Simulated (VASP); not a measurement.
A run of VASP 6.6.1:

File INCAR:

```
SYSTEM = NaF
PREC = Accurate
ENCUT = 520
EDIFF = 1E-7
ISMEAR = 0
SIGMA = 0.01
LREAL = .FALSE.
LASPH = .TRUE.
NELM = 100
ALGO = Normal
ISIF = 2
LWAVE = .FALSE.
LCHARG = .TRUE.
LELF = .TRUE.
LVHAR = .TRUE.
NBANDS = 14
```

File KPOINTS:

```
regular mesh
0
G
  10 10 10
  0 0 0
```

The input POSCAR:

```
NaF
1.0
    0.0000000000      2.2517812203      2.2630401264
    2.2517812203      0.0000000000      2.2630401264
    2.2517812203      2.2517812203      0.0000000000
Na F
1 1
Direct
    0.0000000000      0.0000000000      0.0000000000
    0.5000000000      0.5000000000      0.5000000000
```

Potentials or basis: VASP PAW LDA potentials, release 64 (Na_pv, F).

The run is started by

```bash
$ cat potpaw_LDA.64/Na_pv/POTCAR potpaw_LDA.64/F/POTCAR > POTCAR
$ mpirun -np 1 vasp_std > vasp.out
```

Hardware: 1 thread of Intel(R) Xeon(R) Platinum 8488C (Sapphire Rapids), on a shared host.

Task: How long does it take, and how much memory?

Result: Run time: 12 s on 1 thread of Intel(R) Xeon(R) Platinum 8488C (Sapphire Rapids), with other jobs on the host, peak memory 0.14 GiB. Counts: scf iterations 13, k points 102.
